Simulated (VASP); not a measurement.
Runs of VASP 6.6.1 on KI. The structure is that of space group Fm-3m (No. 225), or close to it. The cells are those of the table. 

| level | cell | gap on the mesh (eV) | pressure (GPa) |
| --- | --- | --- | --- |
| r2SCAN | a = 5.111 Å, angles 60.0°, 2 atoms | 4.44 | -0.6 |
| r2SCAN | a = 5.012 Å, angles 60.0°, 2 atoms | 4.58 | 0.0 |
| r2SCAN | a = 4.962 Å, angles 60.0°, 2 atoms | 4.66 | 0.4 |
| PBE | a = 5.027 Å, angles 60.0°, 2 atoms | 3.92 | 0.4 |
| PBE | a = 5.012 Å, angles 60.0°, 2 atoms | 3.94 | 0.5 |
| r2SCAN | a = 4.910 Å, angles 60.0°, 2 atoms | 4.75 | (b) |
| PBE | a = 5.178 Å, angles 60.0°, 2 atoms | (a) | -0.5 |
| r2SCAN | a = 5.062 Å, angles 60.0°, 2 atoms | 4.51 | -0.3 |

Alike in all rows: task single point; potentials or basis VASP PAW PBE potentials, release 64 (K_sv, I); no spin polarisation; k mesh 6 × 6 × 6; cutoff (eV) 520; smearing gaussian 0.01 eV.

**Question.** Estimate the missing entries.

**Answer.** (a) 3.73; (b) 0.9.

Caveats: spin-orbit coupling is left out, which moves the levels of the heavy elements; the PAW data sets were made with another functional, which shifts forces and pressure a little (some runs).

A k mesh can miss the band edges, and the runs leave out spin-orbit coupling on I.
